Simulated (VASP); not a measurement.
# Al3GaAs4 (I-42m) in VASP: further runs, part 2 of 2

VASP 6.6.1.

## 3. Single point, PBE

This run uses another cell than the first one, of 23.51 Å³/atom.

INCAR reads:

```
PREC = Accurate
ENCUT = 520
EDIFF = 1E-6
ISMEAR = 0
SIGMA = 0.1
LREAL = False
LASPH = True
NELM = 80
ALGO = Normal
ISIF = 2
LWAVE = False
LCHARG = True
GGA = PE
LELF = True
LVHAR = True
NBANDS = 31
```

KPOINTS reads:

```
Automatic mesh
0
Gamma
  4 4 4
```

POSCAR reads:

```
Al3GaAs4
1.0
   -2.8650209238      2.8650209238      5.7285943145
    2.8650209238     -2.8650209238      5.7285943145
    2.8650209238      2.8650209238     -5.7285943145
Al Ga As
3 1 4
Direct
    0.0000000000      0.0000000000      0.0000000000
    0.2500000000      0.7500000000      0.5000000000
    0.7500000000      0.2500000000      0.5000000000
    0.5000000000      0.5000000000      0.0000000000
    0.1238373887      0.1238373887      0.4985409247
    0.3747035361      0.8761626113      0.0000000000
    0.6252964639      0.6252964639      0.5014590753
    0.8761626113      0.3747035361      0.0000000000
```

Potentials or basis: VASP PAW PBE potentials, release 64 (Al, Ga_d, As).

On the command line:

```sh
cat potpaw_PBE.64/Al/POTCAR potpaw_PBE.64/Ga_d/POTCAR potpaw_PBE.64/As/POTCAR > POTCAR
mpirun -np 1 vasp_std > vasp.out
```

OUTCAR:

```text
PREC = Accurate
   ENCUT = 520
   EDIFF = 1E-6
   ISMEAR = 0
   LREAL = False
   LASPH = True
   NELM = 80
   ISIF = 2
   GGA = PE

 ion  position               nearest neighbor table
   1  0.000  0.000  0.000-   5 2.48   6 2.48   8 2.48   7 2.48
   2  0.250  0.750  0.500-   7 2.48   6 2.48   8 2.48   5 2.48
   3  0.750  0.250  0.500-   7 2.48   8 2.48   6 2.48   5 2.48
   4  0.500  0.500  0.000-   5 2.49   8 2.49   6 2.49   7 2.49
   5  0.124  0.124  0.499-   2 2.48   3 2.48   1 2.48   4 2.49
   6  0.375  0.876  0.000-   2 2.48   3 2.48   1 2.48   4 2.49
   7  0.625  0.625  0.501-   2 2.48   3 2.48   1 2.48   4 2.49
   8  0.876  0.375  0.000-   3 2.48   2 2.48   1 2.48   4 2.49

  LATTYP: Found a body centered tetragonal cell.
 ALAT       =     5.7300418476
 C/A-ratio  =     1.9994947565

  Lattice vectors:

 A1 = (  -2.8650209238,   2.8650209238,   5.7285943145)
 A2 = (   2.8650209238,  -2.8650209238,   5.7285943145)
 A3 = (   2.8650209238,   2.8650209238,  -5.7285943145)
[... 179 lines left out ...]
 cond. band min:       4.9153080969   @ k =   0.0000   0.0000   0.0000
 fundamental gap:      1.3423515745
 Fermi energy:         4.0623730175

 k-point     1 :       0.0000    0.0000    0.0000
  band No.  band energies     occupation
      1     -10.8917      2.00000
      2     -10.8917      2.00000
      3     -10.8908      2.00000
      4     -10.8239      2.00000
      5     -10.8237      2.00000
      6      -8.2840      2.00000
[... 431 lines left out ...]
     30      10.0833      0.00000
     31      10.0918      0.00000

------------------------ aborting loop because EDIFF is reached ----------------------------------------

  FORCE on cell =-STRESS in cart. coord.  units (eV):
  Direction    XX          YY          ZZ          XY          YZ          ZX
  --------------------------------------------------------------------------------------
  -------------------------------------------------------------------------------------
  Total        0.3079869      0.3079869      0.3077393      0.0000000     -0.0000000      0.0000000
  in kB        2.6234890      2.6234890      2.6213791      0.0000000     -0.0000000      0.0000000
  external PRESSURE =       2.6227857 kB  Pullay stress =       0.0000000 kB

 VOLUME and BASIS-vectors are now :
 -----------------------------------------------------------------------------
  energy-cutoff  :      520.00
  volume of cell :      188.09
      direct lattice vectors                 reciprocal lattice vectors
    -2.865020924  2.865020924  5.728594314     0.000000000  0.174518795  0.087281447
     2.865020924 -2.865020924  5.728594314     0.174518795  0.000000000  0.087281447
     2.865020924  2.865020924 -5.728594314     0.174518795  0.174518795  0.000000000

 POSITION                                       TOTAL-FORCE (eV/Angst)
 -----------------------------------------------------------------------------------
      0.00000      0.00000      0.00000        -0.000000      0.000000      0.000000
      2.86502     -0.00000      2.86430        -0.000000      0.000000      0.000000
     -0.00000      2.86502      2.86430        -0.000000      0.000000      0.000000
      0.00000      0.00000      5.72859        -0.000000      0.000000      0.000000
      1.42833      1.42833     -1.43711        -0.002611     -0.002611     -0.001770
      1.43669     -1.43669      7.16570         0.002611     -0.002611      0.001770
      1.43669      1.43669      4.29148         0.002611      0.002611     -0.001770
     -1.43669      1.43669      7.16570        -0.002611      0.002611      0.001770
 -----------------------------------------------------------------------------------
    total drift:                               -0.000002     -0.000002      0.000001

  FREE ENERGIE OF THE ION-ELECTRON SYSTEM (eV)
  ---------------------------------------------------
  free  energy   TOTEN  =       -36.4136362329 eV

  energy  without entropy=      -36.4136362329  energy(sigma->0) =      -36.41363623
```

OSZICAR:

```text
N       E                     dE             d eps       ncg     rms          rms(c)
DAV:   1     0.230244603117E+03    0.23024E+03   -0.16638E+04   814   0.129E+03
DAV:   2    -0.725918063183E+01   -0.23750E+03   -0.22250E+03   886   0.290E+02
DAV:   3    -0.360703955269E+02   -0.28811E+02   -0.28263E+02   956   0.925E+01
DAV:   4    -0.371920305999E+02   -0.11216E+01   -0.11175E+01  1024   0.190E+01
DAV:   5    -0.372191232557E+02   -0.27093E-01   -0.27083E-01  1026   0.288E+00    0.611E+00
DAV:   6    -0.365135222496E+02    0.70560E+00   -0.11192E+00  1222   0.860E+00    0.355E+00
DAV:   7    -0.364099120912E+02    0.10361E+00   -0.62515E-01   936   0.286E+00    0.118E+00
DAV:   8    -0.364119664547E+02   -0.20544E-02   -0.50182E-02   998   0.193E+00    0.224E-01
DAV:   9    -0.364131518326E+02   -0.11854E-02   -0.51704E-03  1113   0.830E-01    0.115E-01
DAV:  10    -0.364134111350E+02   -0.25930E-03   -0.51978E-04   999   0.128E-01    0.562E-02
DAV:  11    -0.364136336998E+02   -0.22256E-03   -0.33730E-04   918   0.908E-02    0.895E-03
DAV:  12    -0.364136341571E+02   -0.45731E-06   -0.10047E-05  1128   0.212E-02    0.635E-03
DAV:  13    -0.364136358769E+02   -0.17198E-05   -0.50874E-06   925   0.122E-02    0.254E-03
DAV:  14    -0.364136362329E+02   -0.35599E-06   -0.22075E-07   621   0.431E-03
   1 F= -.36413636E+02 E0= -.36413636E+02  d E =-.871031E-13
```

Wall time 98 s (1 thread of Intel Xeon Platinum 8559C (Emerald Rapids), shared host); peak memory 0.41 GiB.

Results:

```
Free energy            : -36.4136 eV
Pressure               : 0.3 GPa
Largest force          : 0.004 eV/Å
Band gap on the k mesh : 1.34 eV
```

Forces on the atoms (eV/Å):
```
Al   0.000  0.000  0.000
Al   0.000  0.000  0.000
Al   0.000  0.000  0.000
Ga   0.000  0.000  0.000
As  -0.003 -0.003 -0.002
As   0.003 -0.003  0.002
As   0.003  0.003 -0.002
As  -0.003  0.003  0.002
```

A k mesh can miss the band edges.

## 4. Relaxation of cell and atoms, PBE

INCAR reads:

```
SYSTEM = Al3GaAs4
PREC = Accurate
ENCUT = 600
EDIFF = 1E-7
ISMEAR = 0
SIGMA = 0.1
LREAL = .FALSE.
LASPH = .TRUE.
NELM = 60
ALGO = Normal
ISIF = 3
LWAVE = .FALSE.
LCHARG = .FALSE.
GGA = PE
IBRION = 2
NSW = 90
EDIFFG = -0.04
```

KPOINTS reads:

```
Automatic mesh
0
G
  4 4 4
  0 0 0
```

POSCAR reads:

```
Al3GaAs4
1.0
   -2.7194347700      2.7194347700      5.4388695300
    2.7194347700     -2.7194347700      5.4388695300
    2.7194347700      2.7194347700     -5.4388695300
Al Ga As
3 1 4
Direct
    0.0000000000      0.0000000000      0.0000000000
    0.2500000000      0.7500000000      0.5000000000
    0.7500000000      0.2500000000      0.5000000000
    0.5000000000      0.5000000000      0.0000000000
    0.1250000000      0.1250000000      0.5000000000
    0.3750000000      0.8750000000      0.0000000000
    0.6250000000      0.6250000000      0.5000000000
    0.8750000000      0.3750000000      0.0000000000
```

On the command line:

```sh
cat potpaw_PBE.64/Al/POTCAR potpaw_PBE.64/Ga_d/POTCAR potpaw_PBE.64/As/POTCAR > POTCAR
mpirun -np 1 vasp_std > vasp.out
```

Wall time 5.3 min (1 thread of Intel Xeon Platinum 8559C (Emerald Rapids), shared host); peak memory 0.46 GiB.

Results (log left out):

```
Free energy                           : -36.4125 eV
Relaxed volume                        : 23.53 Å³/atom
Relaxed cell                          : a = 7.019 Å, b = 7.019 Å, c = 7.019 Å, α = 131.81°, β = 131.81°, γ = 70.54°
Space group after relaxing (to 0.1 Å) : I-42m (No. 121)
Energy gained by relaxing             : 141.2 meV/atom
Ionic steps                           : 5
Pressure after relaxing               : 0.2 GPa
Largest force after relaxing          : 0.032 eV/Å
Band gap on the k mesh                : 1.34 eV
```

Forces in eV/Å, atoms in the order of the input:
```
Al   0.000  0.000  0.000
Al   0.000  0.000  0.000
Al   0.000  0.000  0.000
Ga   0.000  0.000  0.000
As  -0.018 -0.018 -0.018
As   0.018 -0.018  0.018
As   0.018  0.018 -0.018
As  -0.018  0.018  0.018
```

The path:
| step | energy change (eV) | largest force (eV/Å) | pressure (GPa) | volume (Å³) |
| --- | --- | --- | --- | --- |
| 1 | 0.0000 | 0.0797 | 14.93 | 160.89 |
| 2 | -0.7742 | 0.0667 | -5.25 | 208.61 |
| 3 | -1.1296 | 0.0569 | 0.00 | 188.83 |
| 4 | -1.1292 | 0.0568 | 0.20 | 188.25 |
| 5 | -1.1297 | 0.0318 | 0.20 | 188.26 |

Final structure:
```yaml
crystal:
  lattice:
    - [-2.86576, 2.86576, 5.73072]
    - [2.86576, -2.86576, 5.73072]
    - [2.86576, 2.86576, -5.73072]
  atoms:
    - { symbol: Al, position: [0.00000, 0.00000, 0.00000] }
    - { symbol: Al, position: [0.25000, 0.75000, 0.50000] }
    - { symbol: Al, position: [0.75000, 0.25000, 0.50000] }
    - { symbol: Ga, position: [0.50000, 0.50000, 0.00000] }
    - { symbol: As, position: [0.12426, 0.12426, 0.49913] }
    - { symbol: As, position: [0.37487, 0.87574, 0.00000] }
    - { symbol: As, position: [0.62513, 0.62513, 0.50087] }
    - { symbol: As, position: [0.87574, 0.37487, 0.00000] }
```

Levels at points of the mesh, in eV from the valence-band top:
```
           k point  band 17  band 18  band 19  band 20  band 21  band 22  band 23  band 24  band 25  band 26
(0.00, 0.00, 0.00)    -2.20    -2.20    -0.01     0.00     0.00     1.34     1.52     2.16     4.09     4.10
(0.50, 0.00, 0.00)    -1.95    -1.90    -1.89    -1.04    -0.97     3.08     3.52     3.58     3.64     3.96
(0.50, 0.50, 0.00)    -0.94    -0.88    -0.86    -0.84    -0.83     1.41     1.97     3.19     3.23     4.56
(0.50, 0.50, 0.50)    -2.19    -1.41    -1.41    -1.31    -1.31     1.51     1.51     1.71     2.37     2.46
```

Caveat: the volume moved by over 15 % at a fixed basis, so the end points are rough. A k mesh can miss the band edges.

## 5. Single point, PBE

This run uses another cell than the first one, of 23.55 Å³/atom.

INCAR reads:

```
PREC     = Accurate       # precision mode
ENCUT    = 520            # plane-wave cutoff, eV
EDIFF    = 1E-6           # SCF threshold, eV
ISMEAR   = 0              # smearing method
SIGMA    = 0.02           # smearing width, eV
LREAL    = F              # projectors in reciprocal space
LASPH    = T              # aspherical terms in the spheres
NELM     = 60             # most SCF steps
ALGO     = Normal         # electronic algorithm
ISIF     = 2              # what is computed and relaxed
LWAVE    = F              # write WAVECAR
LCHARG   = F              # write CHGCAR
GGA      = PE             # functional
NBANDS   = 31             # bands
```

KPOINTS reads:

```
Automatic mesh
0
Gamma
  8 8 8
```

POSCAR reads:

```
Al3GaAs4
1.0
   -2.8664044389      2.8664044389      5.7332366224
    2.8664044389     -2.8664044389      5.7332366224
    2.8664044389      2.8664044389     -5.7332366224
Al Ga As
3 1 4
Direct
    0.0000000000      0.0000000000      0.0000000000
    0.2500000000      0.7500000000      0.5000000000
    0.7500000000      0.2500000000      0.5000000000
    0.5000000000      0.5000000000      0.0000000000
    0.1238169012      0.1238169012      0.4985027510
    0.3746858497      0.8761830988      0.0000000000
    0.6253141503      0.6253141503      0.5014972490
    0.8761830988      0.3746858497      0.0000000000
```

On the command line:

```sh
cat potpaw_PBE.64/Al/POTCAR potpaw_PBE.64/Ga_d/POTCAR potpaw_PBE.64/As/POTCAR > POTCAR
mpirun -np 1 vasp_std > vasp.out
```

It took 6.3 min on 1 thread of Intel Xeon Platinum 8559C (Emerald Rapids), shared host; peak memory 0.6 GiB.

The run converged. Its results:

```yaml
Free_energy: -36.4232 eV
Pressure: 0.2 GPa
Largest_force: 0.003 eV/Å
Band_gap_on_the_k_mesh: 1.33 eV
```

Forces on the atoms (eV/Å):
```
Al   0.000  0.000  0.000
Al   0.000  0.000  0.000
Al   0.000  0.000  0.000
Ga   0.000  0.000  0.000
As  -0.002 -0.002 -0.002
As   0.002 -0.002  0.002
As   0.002  0.002 -0.002
As  -0.002  0.002  0.002
```

Levels at points of the mesh, in eV from the valence-band top:
```csv
k point,band 18,band 19,band 20,band 21,band 22,band 23,band 24,band 25
"(0.00, 0.00, 0.00)",-2.19,-0.01,0.00,0.00,1.33,1.53,2.16,4.10
"(0.50, 0.00, 0.00)",-1.89,-1.89,-1.04,-0.97,3.08,3.52,3.58,3.64
"(0.50, 0.50, 0.00)",-0.88,-0.85,-0.84,-0.83,1.40,1.97,3.20,3.23
"(0.50, 0.50, 0.50)",-1.40,-1.40,-1.31,-1.31,1.52,1.52,1.70,2.38
```

## 6. The runs side by side

```csv
task,cell,k mesh,cutoff (eV),smearing,gap on the mesh (eV),pressure (GPa),largest force (eV/Å)
single point,"a = 6.661 Å, angles 131.8, 131.8, 70.5°, 8 atoms, atomic positions A",4 × 4 × 4,520,gaussian 0.1 eV,1.21,14.9,0.08
single point,"a = 7.017 Å, angles 131.8, 131.8, 70.5°, 8 atoms, atomic positions B",4 × 4 × 4,520,gaussian 0.1 eV,1.34,0.3,-
relaxation of cell and atoms,"relaxed from a = 6.661 Å, angles 131.8, 131.8, 70.5°, 8 atoms, atomic positions A",4 × 4 × 4,600,gaussian 0.1 eV,1.34,0.2,0.03
single point,"a = 7.022 Å, angles 131.8, 131.8, 70.5°, 8 atoms, atomic positions B",8 × 8 × 8,520,gaussian 0.02 eV,1.33,0.2,-
```

Alike in all rows: level PBE; potentials or basis VASP PAW PBE potentials, release 64 (Al, Ga_d, As); no spin polarisation.

Caveats: the cell stands under pressure (at least some runs); the volume moved by over 15 % at a fixed basis, so the end points are rough (at least some runs).

Absolute energies hang on the potentials; compare differences alone.
